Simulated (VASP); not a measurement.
Here is a VASP 6.6.1 calculation.

File INCAR:

```
PREC = Accurate
ENCUT = 520
EDIFF = 1E-6
ISMEAR = -1
SIGMA = 0.05
LREAL = False
LASPH = True
NELM = 80
ALGO = Normal
ISIF = 2
LWAVE = False
LCHARG = True
GGA = PE
LELF = True
LVHAR = True
NBANDS = 42
```

KPOINTS

```
regular mesh
0
Gamma
  3 2 2
```

File POSCAR:

```
KCl
1.0
    6.1033330000     -0.4708870000     -0.5757990000
   -0.8151650000      7.3492270000      0.4969510000
   -0.6488270000     -0.2005430000      6.7755570000
K Cl
4 4
Direct
    0.5811787818      0.6916999042      0.4543169222
    0.7570203032      0.2292423502      0.6722849971
    0.1367180826      0.0445624315      0.3924378159
    0.1123682662      0.7520195524      0.9093393601
    0.8751010409      0.3700841376      0.1466699523
    0.2573654310      0.1532178363      0.8071367418
    0.6013829248      0.5854620166      0.8586281175
    0.3316352922      0.3824351463      0.2029537559
```

Potentials or basis: VASP PAW PBE potentials, release 64 (K_sv, Cl).

Run with:

```console
$ cat potpaw_PBE.64/K_sv/POTCAR potpaw_PBE.64/Cl/POTCAR > POTCAR
$ mpirun -np 1 vasp_std > vasp.out
```

Problem. Predict the largest force.

Solution. 1.793 eV/Å.

Problem. Estimate the band gap on the k mesh.

Solution. Zero (filled and empty bands touch).

Forces in eV/Å, atoms in the order of the input:
```
K   -0.143 -0.470 -0.648
K   -0.143  0.486  0.556
K   -0.051  0.745 -0.606
K    0.199 -0.704  0.273
Cl  -0.920 -0.652  0.738
Cl  -0.269 -0.808 -0.604
Cl  -0.108  1.289 -0.778
Cl   1.436  0.114  1.069
```

Caveat: the k points lie up to 0.47 Å⁻¹ apart.
